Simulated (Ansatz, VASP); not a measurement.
**Two plane-wave programs on SiF**

```
CELL_PARAMETERS angstrom
3.96475 0.00000 0.00000
0.00000 6.66009 0.00000
0.00000 0.00000 6.62956
ATOMIC_POSITIONS crystal
Si 0.00000 0.81881 0.07392
Si 0.50000 0.68119 0.92608
Si 0.50000 0.31881 0.92608
Si 0.00000 0.18119 0.07392
F 0.00000 0.74913 0.30933
F 0.50000 0.75087 0.69067
F 0.50000 0.24913 0.69067
F 0.00000 0.25087 0.30933
```

Alike in both runs: functional PBE; k mesh 10 × 6 × 6; occupations gaussian, width 0.02 eV; no spin polarisation.

Ansatz relaxed the structure, and its values are those at the end. VASP's run is a single point on that final structure, the one shown.

|  | VASP | Ansatz |
| --- | --- | --- |
| version | VASP 6.6.1 | Ansatz 0.2.0 |
| potentials or method | VASP PAW PBE potentials, release 64 (Si, F), cutoff 520 eV | scalar-relativistic, plane waves, PAW |
| valence electrons in the cell | 44 | 44 |

|  | VASP | Ansatz | Ansatz less VASP |
| --- | --- | --- | --- |
| gap on the k mesh at the Fermi level (eV) | 0.46 | 0.46 | -0.002 |
| least direct gap on the mesh (eV) | 0.46 | 0.46 | -0.002 |
| pressure (GPa) | 0.2 | 0.0 | -0.21 |
| rms of the force components (eV/Å) | 0.115 | 0.001 | -0.1139 |

One of these differences is far larger than is usual between the two programs; its cause wasn't traced. With one functional, cell and mesh, what is left measures potentials, basis and numerics.
